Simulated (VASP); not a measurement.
# Lu (Fd-3m) in VASP: further runs

Runs on Lu. Level: PBEsol. Tasks: single point.

Everything below comes from runs of VASP 6.6.1. Logs are shortened: lines on timing, memory, paths and dates and some standing lists are left out, and cuts for length are marked.

## 1. The cell of the first run

Symmetry: Fd-3m, No. 227, cubic system. Conventional cell: a = 5.405 Å, b = 5.405 Å, c = 5.405 Å, α = 90.00°, β = 90.00°, γ = 90.00°. Within 3.1 Å of Lu (site symmetry -43m) lie 4 Lu at 2.34 Å.

## 2. Single point, PBEsol (volume scaled by 0.43)

The input, INCAR:

```
SYSTEM = Lu
  ALGO = Normal
  EDIFF = 1E-7
  ENCUT = 520
  GGA = PS
  ISIF = 2
  ISMEAR = -1
  LASPH = .TRUE.
  LCHARG = .FALSE.
  LREAL = .FALSE.
  LWAVE = .FALSE.
  NBANDS = 32
  NELM = 100
  PREC = Accurate
  SIGMA = 0.05
```

The input, KPOINTS:

```
k-points
0
G
  10 10 10
  0 0 0
```

The input, POSCAR:

```
Lu
1.0
    0.0000000000      2.7023675267      2.7023675267
    2.7023675267      0.0000000000      2.7023675267
    2.7023675267      2.7023675267      0.0000000000
Lu
2
Direct
   -0.1250000000     -0.1250000000     -0.1250000000
    0.1250000000      0.1250000000      0.1250000000
```

Potentials or basis: VASP PAW PBE potentials, release 64 (Lu).

Run with:

```bash
$ cat potpaw_PBE.64/Lu/POTCAR > POTCAR
$ mpirun -np 1 vasp_std > vasp.out
```

OUTCAR:

```text
SYSTEM = Lu
   EDIFF = 1E-7
   ENCUT = 520
   GGA = PS
   ISIF = 2
   ISMEAR = -1
   LASPH = .TRUE.
   LREAL = .FALSE.
   NELM = 100
   PREC = Accurate

 ion  position               nearest neighbor table
   1  0.875  0.875  0.875-   2 2.34   2 2.34   2 2.34   2 2.34
   2  0.125  0.125  0.125-   1 2.34   1 2.34   1 2.34   1 2.34

  LATTYP: Found a face centered cubic cell.
 ALAT       =     5.4047350534

  Lattice vectors:

 A1 = (   0.0000000000,   2.7023675267,   2.7023675267)
 A2 = (   2.7023675267,   0.0000000000,   2.7023675267)
 A3 = (   2.7023675267,   2.7023675267,   0.0000000000)

Analysis of symmetry for initial positions (statically):
=====================================================================
 Subroutine PRICEL returns:
 Original cell was already a primitive cell.

 Routine SETGRP: Setting up the symmetry group for a
 face centered cubic supercell.

 Subroutine GETGRP returns: Found 48 space group operations
 (whereof 12 operations were pure point group operations)
 out of a pool of 48 trial point group operations.

The static configuration has the point symmetry D_3d.
 The point group associated with its full space group is O_h .

Analysis of symmetry for dynamics (positions and initial velocities):
=====================================================================
 Subroutine PRICEL returns:
 Original cell was already a primitive cell.

 Routine SETGRP: Setting up the symmetry group for a
 face centered cubic supercell.

 Subroutine GETGRP returns: Found 48 space group operations
 (whereof 12 operations were pure point group operations)
 out of a pool of 48 trial point group operations.

The dynamic configuration has the point symmetry D_3d.
 The point group associated with its full space group is O_h .

 Subroutine INISYM returns: Found 48 space group operations
 (whereof 12 operations are pure point group operations),
 and found     1 'primitive' translations

----------------------------------------------------------------------------------------

                                     Primitive cell

  volume of cell :      39.4696

  direct lattice vectors                    reciprocal lattice vectors
     0.000000000  2.702367527  2.702367527    -0.185022946  0.185022946  0.185022946
     2.702367527  0.000000000  2.702367527     0.185022946 -0.185022946  0.185022946
     2.702367527  2.702367527  0.000000000     0.185022946  0.185022946 -0.185022946

  length of vectors
     3.821724807  3.821724807  3.821724807     0.320469142  0.320469142  0.320469142

  position of ions in fractional coordinates (direct lattice)
     0.875000000  0.875000000  0.875000000
     0.125000000  0.125000000  0.125000000

  ion indices of the primitive-cell ions
   primitive index   ion index
                 1           1
                 2           2

----------------------------------------------------------------------------------------

 KPOINTS: k-points

Automatic generation of k-mesh.
 Grid dimensions read from file:
 generate k-points for:   10   10   10

 Generating k-lattice:

  Cartesian coordinates                     Fractional coordinates (reciprocal lattice)
    -0.018502295  0.018502295  0.018502295     0.100000000  0.000000000  0.000000000
     0.018502295 -0.018502295  0.018502295     0.000000000  0.100000000  0.000000000
     0.018502295  0.018502295 -0.018502295     0.000000000  0.000000000  0.100000000

  Length of vectors
     0.032046914  0.032046914  0.032046914

  Shift w.r.t. Gamma in fractional coordinates (k-lattice)
     0.000000000  0.000000000  0.000000000

 Subroutine IBZKPT returns following result:
 ===========================================

 Found     47 irreducible k-points:

 Following reciprocal coordinates:
            Coordinates               Weight
  0.000000  0.000000  0.000000      1.000000
  0.100000  0.000000  0.000000      8.000000
  0.200000  0.000000  0.000000      8.000000
  0.300000  0.000000  0.000000      8.000000
  0.400000  0.000000  0.000000      8.000000
  0.500000  0.000000  0.000000      4.000000
[... 16 lines left out ...]
  0.300000  0.300000  0.000000      6.000000
  0.400000  0.300000  0.000000     24.000000
 [... further k-points ...]
   k-points           NKPTS =     47   k-points in BZ     NKDIM =     47   number of bands    NBANDS=     32
   number of dos      NEDOS =    301   number of ions     NIONS =      2
   total plane-waves  NPLWV =  21952
   dimension x,y,z NGX =    28 NGY =   28 NGZ =   28
   dimension x,y,z NGXF=    56 NGYF=   56 NGZF=   56
   ions per type =               2
   NGX,Y,Z   is equivalent  to a cutoff of  12.18, 12.18, 12.18 a.u.
   NGXF,Y,Z  is equivalent  to a cutoff of  24.36, 24.36, 24.36 a.u.
 SYSTEM =  Lu
   PREC   = accura    normal or accurate (medium, high low for compatibility)
   ISTART =      0    job   : 0-new  1-cont  2-samecut
   ICHARG =      2    charge: 1-file 2-atom 10-const
   ISPIN  =      1    spin polarized calculation?
   LNONCOLLINEAR =      F non collinear calculations
   LSORBIT =      F    spin-orbit coupling
   LASPH  =      T    aspherical Exc in radial PAW
   ENCUT  =  520.0 eV  38.22 Ry    6.18 a.u.   7.11  7.11  7.11*2*pi/ulx,y,z
   NELM   =    100;   NELMIN=  2; NELMDL= -5     # of ELM steps
   EDIFF  = 0.1E-06   stopping-criterion for ELM
   LREAL  =      F    real-space projection
   EDIFFG = 0.1E-05   stopping-criterion for IOM
   NSW    =      0    number of steps for IOM
   IBRION =     -1    ionic relax: 0-MD 1-quasi-New 2-CG
   NFREE  =      0    steps in history (QN), initial steepest desc. (CG)
   ISIF   =      2    stress and relaxation
   ISYM   =      2    0-nonsym 1-usesym 2-fastsym
   POTIM  = 0.5000    time-step for ionic-motion
   TEBEG  =    0.0;   TEEND  =   0.0 temperature during run
   PSTRESS=    0.0 pullay stress
   NELECT =      50.0000    total number of electrons
   NUPDOWN=      -1.0000    fix difference up-down
   EMIN   =  10.00;   EMAX   =-10.00  energy-range for DOS
   EFERMI =   0.00;   METHOD = LEGACY
   ISMEAR =    -1;   SIGMA  =   0.05  broadening in eV -4-tet -1-fermi 0-gaus
   EFERMI_NEDOS =   21; number of points for ismear=-14 and -15
   IALGO  =     38    algorithm
   IMIX   =      4    mixing-type and parameters
     AMIX     =   0.40;   BMIX     =  1.00
     AMIX_MAG =   1.60;   BMIX_MAG =  1.00
  volume/ion in A,a.u.               =      19.73       133.18
  Fermi-wavevector in a.u.,A,eV,Ry     =   1.771375  3.347413 42.691927  3.137768
  Thomas-Fermi vector in A             =   2.837979
   LORBIT       =      0    0 simple, 1 ext, 2 COOP (PROOUT), +10 PAW based schemes
   GGA     = PS    functional components
   LHFCALC =     F    Hartree Fock is set to
   AEXX    =    0.0000 exact exchange contribution
   IVDW    =     0    specifies the selected vdW correction
   LEPSILON=     F    determine dielectric tensor
   LRPA    =     F    only Hartree local field effects (RPA)
 non-spin polarized calculation
  energy-cutoff  :      520.00
  volume of cell :       39.47
 maximum number of plane-waves:      1073
   NGX = 15   NGY = 15   NGZ = 15

 number of electron      49.9999990 magnetization

 Free energy of the ion-electron system (eV)
  ---------------------------------------------------
  ext. energy  EPLUGINS =         0.00000000
  ---------------------------------------------------
  free energy    TOTEN  =        -2.83147158 eV

  energy without entropy =       -2.81263022  energy(sigma->0) =       -2.82205090

 E-fermi :   3.3494     XC(G=0): -12.6443

 val. band max:        3.3484115054   @ k =   0.3000   0.2000   0.0000
 cond. band min:       3.3609778154   @ k =  -0.3000   0.1000   0.0000
 fundamental gap:      0.0125663099
 Fermi energy:         3.3493650871

 k-point     1 :       0.0000    0.0000    0.0000
  band No.  band energies     occupation
      1     -53.9412      2.00000
      2     -52.3287      2.00000
      3     -25.3801      2.00000
      4     -25.3801      2.00000
      5     -25.3801      2.00000
      6     -22.7444      2.00000
[... 24 lines left out ...]
     31       8.0152      0.00000
     32      14.1448      0.00000

 k-point     2 :       0.1000    0.0000    0.0000
  band No.  band energies     occupation
      1     -53.9139      2.00000
      2     -52.3607      2.00000
      3     -25.4185      2.00000
      4     -25.4185      2.00000
      5     -25.3880      2.00000
      6     -22.7299      2.00000
[... 24 lines left out ...]
     31       7.9082      0.00000
     32      14.2082      0.00000

 k-point     3 :       0.2000    0.0000    0.0000
  band No.  band energies     occupation
      1     -53.8367      2.00000
      2     -52.4502      2.00000
      3     -25.5129      2.00000
      4     -25.5129      2.00000
      5     -25.4133      2.00000
      6     -22.6842      2.00000
[... 24 lines left out ...]
     31       7.8823      0.00000
     32      14.3700      0.00000

 k-point     4 :       0.3000    0.0000    0.0000
  band No.  band energies     occupation
      1     -53.7251      2.00000
      2     -52.5770      2.00000
      3     -25.6197      2.00000
      4     -25.6197      2.00000
      5     -25.4529      2.00000
      6     -22.6128      2.00000
[... 24 lines left out ...]
     31       8.5912      0.00000
     32      13.8106      0.00000

 k-point     5 :       0.4000    0.0000    0.0000
  band No.  band energies     occupation
      1     -53.6129      2.00000
      2     -52.7015      2.00000
      3     -25.6996      2.00000
      4     -25.6996      2.00000
      5     -25.4907      2.00000
      6     -22.5437      2.00000
[... 584 lines left out ...]
     31       8.9213      0.00000
     32      10.4624      0.00000

 k-point    22 :      -0.2000    0.2000    0.0000
  band No.  band energies     occupation
      1     -53.6802      2.00000
      2     -52.6272      2.00000
      3     -25.9015      2.00000
      4     -25.6219      2.00000
      5     -25.1664      2.00000
      6     -22.8976      2.00000
[... 24 lines left out ...]
     31       7.7723      0.00000
     32      11.7174      0.00000

 k-point    23 :       0.3000    0.3000    0.0000
  band No.  band energies     occupation
      1     -53.6291      2.00000
      2     -52.6837      2.00000
      3     -25.8782      2.00000
      4     -25.8782      2.00000
      5     -24.8325      2.00000
      6     -23.3386      2.00000
[... 24 lines left out ...]
     31       8.4537      0.00000
     32      10.6658      0.00000

 k-point    24 :       0.4000    0.3000    0.0000
  band No.  band energies     occupation
      1     -53.5176      2.00000
      2     -52.8048      2.00000
      3     -25.9869      2.00000
      4     -25.9517      2.00000
      5     -24.6776      2.00000
      6     -23.4783      2.00000
[... 24 lines left out ...]
     31       9.1204      0.00000
     32      10.0049      0.00000

 [... further k-points ...]
[... 5 lines left out ...]
  --------------------------------------------------------------------------------------
  -------------------------------------------------------------------------------------
  Total        9.6193115      9.6193115      9.6193115     -0.0000000     -0.0000000     -0.0000000
  in kB      390.4732946    390.4732946    390.4732946     -0.0000000     -0.0000000     -0.0000000
  external PRESSURE =     390.4732946 kB  Pullay stress =       0.0000000 kB

 VOLUME and BASIS-vectors are now :
 -----------------------------------------------------------------------------
  energy-cutoff  :      520.00
  volume of cell :       39.47
      direct lattice vectors                 reciprocal lattice vectors
     0.000000000  2.702367527  2.702367527    -0.185022946  0.185022946  0.185022946
     2.702367527  0.000000000  2.702367527     0.185022946 -0.185022946  0.185022946
     2.702367527  2.702367527  0.000000000     0.185022946  0.185022946 -0.185022946

 POSITION                                       TOTAL-FORCE (eV/Angst)
 -----------------------------------------------------------------------------------
      4.72914      4.72914      4.72914         0.000000     -0.000000      0.000000
      0.67559      0.67559      0.67559        -0.000000      0.000000     -0.000000
 -----------------------------------------------------------------------------------
    total drift:                                0.000000     -0.000000     -0.000000

  FREE ENERGIE OF THE ION-ELECTRON SYSTEM (eV)
  ---------------------------------------------------
  free  energy   TOTEN  =        -2.8314715823 eV

  energy  without entropy=       -2.8126302241  energy(sigma->0) =       -2.82205090
```

It took 38 s on 1 thread of Intel Xeon Platinum 8488C (Sapphire Rapids), shared host; peak memory 0.19 GiB.

Results:

| Item | Value |
| --- | --- |
| Free energy | -2.8315 eV |
| Pressure | 39.0 GPa |
| Band gap on the k mesh | zero (band 25 reaches 4.39 eV, above the bottom of band 26 at 2.46 eV) |

Caveat: the PAW data sets were made with another functional, which shifts forces and pressure a little; spin-orbit coupling is left out, which moves the levels of the heavy elements.

## 3. Single point, PBEsol (volume scaled by 0.5)

The input, INCAR:

```
SYSTEM = Lu
PREC = Accurate
ENCUT = 520
EDIFF = 1E-7
ISMEAR = -1
SIGMA = 0.05
LREAL = .False.
LASPH = .True.
NELM = 100
ALGO = Normal
ISIF = 2
LWAVE = .False.
LCHARG = .True.
GGA = PS
LELF = .True.
LVHAR = .True.
NBANDS = 32
```

The input, KPOINTS:

```
Automatic mesh
0
Gamma
  10 10 10
  0 0 0
```

The input, POSCAR:

```
Lu
1.0
    0.0000000000      2.8417002343      2.8417002343
    2.8417002343      0.0000000000      2.8417002343
    2.8417002343      2.8417002343      0.0000000000
Lu
2
Direct
   -0.1250000000     -0.1250000000     -0.1250000000
    0.1250000000      0.1250000000      0.1250000000
```

Potentials or basis: VASP PAW PBE potentials, release 64 (Lu).

Run with:

```bash
$ cat potpaw_PBE.64/Lu/POTCAR > POTCAR
$ mpirun -np 1 vasp_std > vasp.out
```

Run time: 95 s. Hardware: 1 thread of Intel Xeon Platinum 8488C (Sapphire Rapids), shared host; peak memory 0.21 GiB.

Results (log left out):

```
Free energy            : -4.0094 eV
Pressure               : 21.8 GPa
Band gap on the k mesh : zero (band 25 reaches 3.63 eV, above the bottom of band 26 at 1.93 eV)
```

Levels at points of the mesh, in eV from the Fermi level:
```tsv
k point	band 21	band 22	band 23	band 24	band 25	band 26	band 27	band 28	band 29	band 30
(0.00, 0.00, 0.00)	-5.12	-5.12	-5.12	-0.54	-0.54	1.35	1.35	1.35	4.07	4.07
(0.50, 0.00, 0.00)	-5.14	-5.13	-1.96	-1.24	-0.42	-0.42	1.05	1.05	2.29	6.14
(0.50, 0.50, 0.00)	-5.16	-5.16	-2.19	-2.19	1.22	1.22	1.37	1.37	3.52	3.52
```

Caveat: the PAW data sets were made with another functional, which shifts forces and pressure a little; spin-orbit coupling is left out, which moves the levels of the heavy elements.

## 4. Single point, PBEsol (volume scaled by 0.58)

The input, INCAR:

```
  PREC = Accurate
  ENCUT = 520
  EDIFF = 1E-6
  ISMEAR = -1
  SIGMA = 0.05
  LREAL = False
  LASPH = True
  NELM = 60
  ALGO = Normal
  ISIF = 2
  LWAVE = False
  LCHARG = False
  GGA = PS
  NBANDS = 32
```

The input, KPOINTS:

```
regular mesh
0
Gamma
  10 10 10
```

The input, POSCAR:

```
Lu
1.0
    0.0000000000      2.9858243777      2.9858243777
    2.9858243777      0.0000000000      2.9858243777
    2.9858243777      2.9858243777      0.0000000000
Lu
2
Direct
   -0.1250000000     -0.1250000000     -0.1250000000
    0.1250000000      0.1250000000      0.1250000000
```

Run with:

```bash
$ cat potpaw_PBE.64/Lu/POTCAR > POTCAR
$ mpirun -np 1 vasp_std > vasp.out
```

Run time: 89 s. Hardware: 1 thread of Intel Xeon Platinum 8488C (Sapphire Rapids), shared host; peak memory 0.22 GiB.

The run converged. Its results:

* Free energy: -4.7953 eV
* Pressure: 13.2 GPa
* Band gap on the k mesh: zero (band 25 reaches 2.36 eV, above the bottom of band 26 at 1.41 eV)

Levels at points of the mesh, in eV from the Fermi level:
```tsv
k point	band 21	band 22	band 23	band 24	band 25	band 26	band 27	band 28	band 29	band 30
(0.00, 0.00, 0.00)	-5.16	-5.16	-5.16	-0.25	-0.25	1.13	1.13	1.13	3.44	3.44
(0.50, 0.00, 0.00)	-5.18	-5.17	-2.26	-1.06	-0.22	-0.22	1.02	1.02	1.58	5.16
(0.50, 0.50, 0.00)	-5.20	-5.20	-1.77	-1.77	0.49	0.49	1.19	1.19	3.26	3.26
```

Caveat: the PAW data sets were made with another functional, which shifts forces and pressure a little; spin-orbit coupling is left out, which moves the levels of the heavy elements.

## 5. Overview

| cell | gap on the mesh (eV) | pressure (GPa) |
| --- | --- | --- |
| a = 3.822 Å, angles 60.0°, 2 atoms | none | 39.0 |
| a = 4.019 Å, angles 60.0°, 2 atoms | none | 21.8 |
| a = 4.223 Å, angles 60.0°, 2 atoms | none | 13.2 |

Alike in all rows: task single point; level PBEsol; potentials or basis VASP PAW PBE potentials, release 64 (Lu); no spin polarisation; k mesh 10 × 10 × 10; cutoff (eV) 520; smearing fermi-dirac 0.05 eV.

Caveats: the PAW data sets were made with another functional, which shifts forces and pressure a little; spin-orbit coupling is left out, which moves the levels of the heavy elements.

Absolute energies hang on the potentials; compare differences alone.
